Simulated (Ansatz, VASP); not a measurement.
**One calculation of Si, two programs**

Contents of INCAR:

```
PREC     = Accurate       # precision mode
ENCUT    = 500            # plane-wave cutoff, eV
EDIFF    = 1E-6           # SCF threshold, eV
ISMEAR   = -1             # smearing method
SIGMA    = 0.15           # smearing width, eV
LREAL    = F              # projectors in reciprocal space
LASPH    = T              # aspherical terms in the spheres
NELM     = 120            # most SCF steps
ALGO     = Normal         # electronic algorithm
ISIF     = 2              # what is computed and relaxed
LWAVE    = F              # write WAVECAR
LCHARG   = F              # write CHGCAR
GGA      = CA             # functional
NBANDS   = 8              # bands
GGA_COMPAT= F
```

File KPOINTS:

```
regular mesh
0
Gamma
  13 13 13
```

Contents of POSCAR:

```
Si
1.0
   -1.6269149300      1.6269149300      1.3203298500
    1.6269149300     -1.6269149300      1.3203298500
    1.6269149300      1.6269149300     -1.3203298500
Si
1
Direct
    0.0000000000      0.0000000000      0.0000000000
```

Input for Ansatz:

```yaml
crystal:
  lattice:
    - [-1.62691493, 1.62691493, 1.32032985]
    - [1.62691493, -1.62691493, 1.32032985]
    - [1.62691493, 1.62691493, -1.32032985]
  atoms:
    - { symbol: Si, position: [0.0, 0.0, 0.0] }
kpoints:
  mp_grid:
    grid: [13, 13, 13]
hamiltonian:
  xc: lda
  pseudopotentials:
    kind: all_electron
    lapw: {}
scf:
  occupations:
    method: fermi_dirac
    width: 0.15
output:
  forces: true
  stress: true
  eigenvalues: true
```

Alike in both runs: task single point; functional LDA; k mesh 13 × 13 × 13; occupations fermi-dirac, width 0.15 eV; no spin polarisation.

```csv
,VASP,Ansatz
version,VASP 6.6.1,Ansatz 0.2.0
potentials or method,"VASP PAW LDA potentials, release 64 (Si), cutoff 500 eV",all-electron (LAPW or listed datasets)
```

```tsv
	VASP	Ansatz	Ansatz less VASP
gap on the k mesh at the Fermi level (eV)	none	none	-
pressure (GPa)	0.0	-0.1	-0.03
traceless stress, the component that is largest in VASP (GPa)	-1.35	-1.33	+0.024
```

LDA's correlation is that of Perdew and Zunger in VASP and of Perdew and Wang (1992) in Ansatz. A gap of «none» marks a metal or a gap that the smearing closes. Ansatz ran all-electron here, and VASP with PAW potentials.
